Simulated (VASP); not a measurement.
# BN in VASP: single point with PBEsol

Aim: the single point of BN with PBEsol.

Everything below comes from runs of VASP 6.6.1. Logs are shortened: lines on timing, memory, paths and dates and some standing lists are left out, and cuts for length are marked.

### 1 The cell of the first run

The cell holds a wire or tube with vacuum around it, 20 atoms: a = 13.400 Å, b = 11.800 Å, c = 6.245 Å, α = 90.00°, β = 90.00°, γ = 90.00°.

### 2 Single point, PBEsol, collinear spin, ferromagnetic start

File INCAR:

```
SYSTEM = BN
PREC     = Accurate       ! precision mode
ENCUT    = 520            ! plane-wave cutoff, eV
EDIFF    = 1E-6           ! SCF threshold, eV
ISMEAR   = 0              ! smearing method
SIGMA    = 0.05           ! smearing width, eV
LREAL    = Auto         
LASPH    = .TRUE.         ! aspherical terms in the spheres
NELM     = 150            ! most SCF steps
ALGO     = Normal         ! electronic algorithm
ISIF     = 2              ! what is computed and relaxed
LWAVE    = .FALSE.        ! write WAVECAR
LCHARG   = .FALSE.        ! write CHGCAR
ISPIN    = 2              ! spin polarisation
MAGMOM   = 0.3 0.3 0.3 0.3 0.3 0.3 0.3 0.3 0.3 0.3 0.3 0.3 0.3 0.3 0.3 0.3 0.3 0.3 0.3 0.3 ! initial moments
LORBIT   = 11             ! projections on sites
GGA      = PS             ! functional
NBANDS   = 60             ! bands
```

File KPOINTS:

```
Automatic mesh
0
G
  1 1 6
  0 0 0
```

File POSCAR:

```
BN
1.0
   13.4000000000      0.0000000000      0.0000000000
    0.0000000000     11.8000000000      0.0000000000
    0.0000000000      0.0000000000      6.2452712130
B N
10 10
Direct
    0.5549262889      0.5000000000      0.0000000000
    0.3352211334      0.5000000000      0.6666666667
    0.4450737111      0.5000000000      0.3333333333
    0.6647788666      0.5000000000      0.6666666667
    0.3901474223      0.3919651993      1.0000000000
    0.6098525777      0.3919651993      0.3333333333
    0.5000000000      0.6080348007      0.6666666667
    0.3901474223      0.6080348007      1.0000000000
    0.6098525777      0.6080348007      0.3333333333
    0.5000000000      0.3919651993      0.6666666667
    0.5549262889      0.5000000000      0.2500000000
    0.3352211334      0.5000000000      0.9166666667
    0.4450737111      0.5000000000      0.5833333333
    0.6647788666      0.5000000000      0.9166666667
    0.3901474223      0.3919651993      0.2500000000
    0.6098525777      0.3919651993      0.5833333333
    0.5000000000      0.6080348007      0.9166666667
    0.3901474223      0.6080348007      0.2500000000
    0.6098525777      0.6080348007      0.5833333333
    0.5000000000      0.3919651993      0.9166666667
```

Potentials or basis: VASP PAW PBE potentials, release 64 (B, N).

Launch:

```console
cat potpaw_PBE.64/B/POTCAR potpaw_PBE.64/N/POTCAR > POTCAR
mpirun -np 1 vasp_std > vasp.out
```

OUTCAR:

```text
SYSTEM = BN
   PREC = Accurate
   ENCUT = 520
   EDIFF = 1E-6
   ISMEAR = 0
   LREAL = Auto
   LASPH = .TRUE.
   NELM = 150
   ISIF = 2
   ISPIN = 2
   LORBIT = 11
   GGA = PS

 ion  position               nearest neighbor table
   1  0.555  0.500  0.000-  14 1.56  11 1.56  17 1.56  20 1.56
   2  0.335  0.500  0.667-  13 1.56  12 1.56
   3  0.445  0.500  0.333-  15 1.56  18 1.56  13 1.56  11 1.56
   4  0.665  0.500  0.667-  14 1.56  16 1.56  19 1.56
   5  0.390  0.392  0.000-  20 1.56  15 1.56  12 1.56
   6  0.610  0.392  0.333-  11 1.56  16 1.56
   7  0.500  0.608  0.667-  19 1.56  17 1.56  13 1.56
   8  0.390  0.608  0.000-  17 1.56  18 1.56  12 1.56
   9  0.610  0.608  0.333-  11 1.56  19 1.56
  10  0.500  0.392  0.667-  16 1.56  20 1.56  13 1.56
  11  0.555  0.500  0.250-   6 1.56   9 1.56   1 1.56   3 1.56
  12  0.335  0.500  0.917-   2 1.56   5 1.56   8 1.56
  13  0.445  0.500  0.583-   2 1.56   3 1.56   7 1.56  10 1.56
  14  0.665  0.500  0.917-   1 1.56   4 1.56
  15  0.390  0.392  0.250-   3 1.56   5 1.56
  16  0.610  0.392  0.583-  10 1.56   6 1.56   4 1.56
  17  0.500  0.608  0.917-   8 1.56   7 1.56   1 1.56
  18  0.390  0.608  0.250-   3 1.56   8 1.56
  19  0.610  0.608  0.583-   7 1.56   9 1.56   4 1.56
  20  0.500  0.392  0.917-   5 1.56  10 1.56   1 1.56

  LATTYP: Found a simple orthorhombic cell.
 ALAT       =     6.2452712130
 B/A-ratio  =     1.8894295536
 C/A-ratio  =     2.1456233914

  Lattice vectors:

 A1 = (   0.0000000000,   0.0000000000,  -6.2452712130)
 A2 = (   0.0000000000,  11.8000000000,   0.0000000000)
 A3 = (  13.4000000000,   0.0000000000,   0.0000000000)

Analysis of symmetry for initial positions (statically):
=====================================================================
 Subroutine PRICEL returns:
 Original cell was already a primitive cell.

 Routine SETGRP: Setting up the symmetry group for a
 simple orthorhombic supercell.

 Subroutine GETGRP returns: Found  2 space group operations
 (whereof  2 operations were pure point group operations)
 out of a pool of  8 trial point group operations.

The static configuration has the point symmetry C_1h.

Analysis of symmetry for dynamics (positions and initial velocities):
=====================================================================
 Subroutine PRICEL returns:
 Original cell was already a primitive cell.

[... 174 lines left out ...]

 number of electron      79.9999993 magnetization       3.9999427

 Free energy of the ion-electron system (eV)
  ---------------------------------------------------
  ext. energy  EPLUGINS =         0.00000000
  ---------------------------------------------------
  free energy    TOTEN  =      -147.25089673 eV

  energy without entropy =     -147.24098980  energy(sigma->0) =     -147.24594326

 E-fermi :  -3.8134     XC(G=0):  -2.8188

 val. band max:       -3.8352878070   @ k =   0.0000   0.0000   0.3333
 cond. band min:      -3.7853476810   @ k =   0.0000   0.0000   0.1667
 fundamental gap:      0.0499401261
 Fermi energy:        -3.8133768118

 spin component 1

 k-point     1 :       0.0000    0.0000    0.0000
  band No.  band energies     occupation
      1     -23.2243      1.00000
      2     -21.5646      1.00000
      3     -20.8266      1.00000
      4     -20.4445      1.00000
      5     -19.8874      1.00000
      6     -19.3588      1.00000
[... 209 lines left out ...]
     51      -1.0080      0.00000
     52       1.9945      0.00000
 Fermi energy:        -3.8133768118

 spin component 2

 k-point     1 :       0.0000    0.0000    0.0000
  band No.  band energies     occupation
      1     -23.1427      1.00000
      2     -21.4811      1.00000
      3     -20.7658      1.00000
      4     -20.3090      1.00000
      5     -19.8317      1.00000
      6     -19.2313      1.00000
[... 209 lines left out ...]
     51      -0.1510      0.00000
     52       2.1012      0.00000
 [bands above 52 left out]

------------------------ aborting loop because EDIFF is reached ----------------------------------------

  FORCE on cell =-STRESS in cart. coord.  units (eV):
  Direction    XX          YY          ZZ          XY          YZ          ZX
  --------------------------------------------------------------------------------------
  -------------------------------------------------------------------------------------
  Total      -19.9123130    -15.0823735    -37.7015876      0.0000000      0.0000000     -1.9622907
  in kB      -32.3068180    -24.4704618    -61.1691030      0.0000000      0.0000000     -3.1837270
  external PRESSURE =     -39.3154609 kB  Pullay stress =       0.0000000 kB

 VOLUME and BASIS-vectors are now :
 -----------------------------------------------------------------------------
  energy-cutoff  :      520.00
  volume of cell :      987.50
      direct lattice vectors                 reciprocal lattice vectors
    13.400000000  0.000000000  0.000000000     0.074626866  0.000000000  0.000000000
     0.000000000 11.800000000  0.000000000     0.000000000  0.084745763  0.000000000
     0.000000000  0.000000000  6.245271213     0.000000000  0.000000000  0.160121149

 POSITION                                       TOTAL-FORCE (eV/Angst)
 -----------------------------------------------------------------------------------
      7.43601      5.90000      0.00000         0.771843      0.000000     -0.909600
      4.49196      5.90000      4.16351         2.650975      0.000000      3.538274
      5.96399      5.90000      2.08176        -2.697362      0.000000     -1.039686
      8.90804      5.90000      4.16351        -4.366887      0.000000      3.885853
      5.22798      4.62519      0.00000         3.059785      3.674002      4.299505
      8.17202      4.62519      2.08176        -1.553965      1.931335      3.687761
[... 12 lines left out ...]
      8.17202      7.17481      3.64307         0.172291      0.344721     -4.055613
      6.70000      4.62519      5.72483        -2.809051     -1.871768     -2.902981
 -----------------------------------------------------------------------------------
    total drift:                               -0.001585     -0.000000     -0.001708

  FREE ENERGIE OF THE ION-ELECTRON SYSTEM (eV)
  ---------------------------------------------------
  free  energy   TOTEN  =      -147.2508967334 eV

  energy  without entropy=     -147.2409897964  energy(sigma->0) =     -147.24594326

 total charge

# of ion       s       p       d       tot
------------------------------------------
    1        0.671   1.300   0.000   1.971
    2        0.696   0.943   0.000   1.640
    3        0.669   1.318   0.000   1.988
    4        0.662   1.136   0.000   1.798
    5        0.663   1.142   0.000   1.805
    6        0.706   0.937   0.000   1.643
[... 12 lines left out ...]
   19        1.219   2.563   0.000   3.782
   20        1.223   2.570   0.000   3.794
--------------------------------------------------
tot         19.122  36.413   0.000  55.535

 magnetization (x)

# of ion       s       p       d       tot
------------------------------------------
    1        0.003  -0.005   0.000  -0.002
    2        0.092   0.170   0.000   0.262
    3       -0.000  -0.006   0.000  -0.006
    4        0.008   0.019   0.000   0.028
    5       -0.001   0.002   0.000   0.001
    6        0.121   0.206   0.000   0.327
[... 12 lines left out ...]
   19        0.008  -0.020   0.000  -0.012
   20        0.007   0.017   0.000   0.025
--------------------------------------------------
tot          0.481   1.855   0.000   2.336
```

It took 11 min on 1 thread of AMD EPYC 9R45 (Zen 5), shared host; peak memory 1.3 GiB.

Results:

| Item | Value |
| --- | --- |
| Free energy | -147.2509 eV |
| Largest force | 6.430 eV/Å |
| Band gap on the k mesh | zero (filled and empty bands overlap) |
| Net moment | 4.00 μB per cell |
| Site moments | B -0.00, +0.26, -0.01, +0.03, +0.00, +0.33, +0.09 (each value once); N +0.02, +0.01, +0.60, +0.28, -0.01, +0.03 (each value once) μB |
| Valence electrons inside the program's atomic spheres | B 1.97, 1.64, 1.99, 1.80 (each value once); N 3.91, 3.78, 3.62, 3.63, 3.79 (each value once) |

Forces on the atoms (eV/Å):
```
B    0.772  0.000 -0.910
B    2.651  0.000  3.538
B   -2.697  0.000 -1.040
B   -4.367  0.000  3.886
B    3.060  3.674  4.300
B   -1.554  1.931  3.688
B    3.386 -2.116  3.506
B    3.060 -3.674  4.300
B   -1.554 -1.931  3.688
B    3.386  2.116  3.506
N    2.739  0.000 -1.108
N   -1.129  0.000 -4.613
N   -2.887  0.000 -1.569
N    0.077  0.000 -2.796
N    0.165  0.340 -2.229
N    0.172 -0.345 -4.056
N   -2.809  1.872 -2.903
N    0.165 -0.340 -2.229
N    0.172  0.345 -4.056
N   -2.809 -1.872 -2.903
```

Levels at points of the mesh, in eV from the Fermi level:
Spin up:
| k point | band 38 | band 39 | band 40 | band 41 | band 42 | band 43 | band 44 | band 45 | band 46 | band 47 |
| --- | --- | --- | --- | --- | --- | --- | --- | --- | --- | --- |
| (0.00, 0.00, 0.00) | -1.00 | -0.69 | -0.60 | -0.18 | -0.17 | -0.05 | 0.34 | 1.43 | 1.64 | 1.88 |
| (0.00, 0.00, 0.50) | -1.00 | -0.93 | -0.52 | -0.45 | 0.03 | 0.11 | 0.29 | 1.35 | 1.53 | 1.72 |
Spin down:
| k point | band 36 | band 37 | band 38 | band 39 | band 40 | band 41 |
| --- | --- | --- | --- | --- | --- | --- |
| (0.00, 0.00, 0.00) | -0.86 | -0.53 | -0.23 | 0.54 | 0.55 | 0.77 |
| (0.00, 0.00, 0.50) | -0.91 | -0.71 | -0.47 | 0.31 | 0.65 | 0.71 |

Caveat: the PAW data sets were made with another functional, which shifts forces and pressure a little.

The gap in the log of VASP goes by the Fermi energy; the results here count the filled bands.